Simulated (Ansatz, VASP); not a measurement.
Sb in VASP and in Ansatz

```
Sb
1.0
     3.10184   -0.00124   -0.00012
     0.00218    4.32706   -0.66629
     0.00090   -2.30485   13.78232
Sb
6
Direct
  0.50011 0.66682 0.41667
  0.49985 0.66653 0.91667
  0.50011 0.33341 0.08333
  0.49989 0.33322 0.58332
  0.49991 0.99985 0.24999
  0.50012 0.00017 0.75002
```

Change from the starting cell: cell x2, atoms moved at random (sigma 0.1 Å) and cell strained at random (1.5 %), then relaxed without symmetry.

Alike in both runs: functional PBE; k mesh 8 × 6 × 2; occupations gaussian, width 0.2 eV; no spin polarisation.

Ansatz relaxed the structure, and its values are those at the end. VASP's run is a single point on that final structure, the one shown.

```csv
,VASP,Ansatz
version,VASP 6.6.1,Ansatz 0.2.0
potentials or method,"VASP PAW PBE potentials, release 64 (Sb), cutoff 520 eV","scalar-relativistic, plane waves, PAW"
valence electrons in the cell,30,90
```

|  | VASP | Ansatz | Ansatz less VASP |
| --- | --- | --- | --- |
| gap on the k mesh at the Fermi level (eV) | none | none | - |
| pressure (GPa) | 0.0 | 0.0 | +0.02 |

A gap of «none» marks a metal or a gap that the smearing closes. VASP's potentials hold 30 valence electrons a cell and Ansatz's 90, so a difference there can come from the potentials and not from the codes.

Spin-orbit coupling is off throughout.
